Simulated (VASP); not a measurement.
**Pt: single point with BLYP+D4**

Pt:

```
Pt
1.0
    -1.58062    1.58062    1.58062
     1.58062   -1.58062    1.58062
     1.58062    1.58062   -1.58062
Pt
1
Direct
  0.00000 0.00000 0.00000
```

```yaml
Program: VASP 6.6.1
Task: single point
Functional: BLYP
Dispersion: D4
Potentials_or_basis: VASP PAW PBE potentials, release 64 (Pt)
Cutoff: 520 eV
k_mesh: 12 × 12 × 12
Occupations: fermi-dirac, width 0.05 eV
Spin: no spin polarisation
Dipole_correction: no
Further_INCAR_settings: ALGO = Normal; EDIFF = 1e-06; NBANDS = 11
```

- Pressure: 1.2 GPa
- Band gap on the k mesh: zero (band 5 reaches 11.80 eV, above the bottom of band 6 at 9.62 eV)
- Dispersion energy per atom: -1.424 eV

Levels at points of the mesh, in eV from the Fermi level:
```
           k point  band 3  band 4  band 5  band 6  band 7  band 8
(0.00, 0.00, 0.00)   -3.44   -3.44   -0.95   -0.95   17.42   17.42
(0.50, 0.00, 0.00)   -1.14   -0.64    0.59    1.11    6.38   13.57
(0.50, 0.50, 0.50)    0.58    0.58    0.58    7.90    7.90    7.90
```

Wall time 11 s on 1 thread of Intel(R) Xeon(R) Platinum 8259CL CPU @ 2.50GHz (Skylake/Cascade Lake), on a shared host, peak memory 0.13 GiB.

Caveat: the PAW data sets were made with another functional, which shifts forces and pressure a little; spin-orbit coupling is left out, which moves the levels of the heavy elements; pairwise dispersion overbinds metals, which lowers pressure and volume.
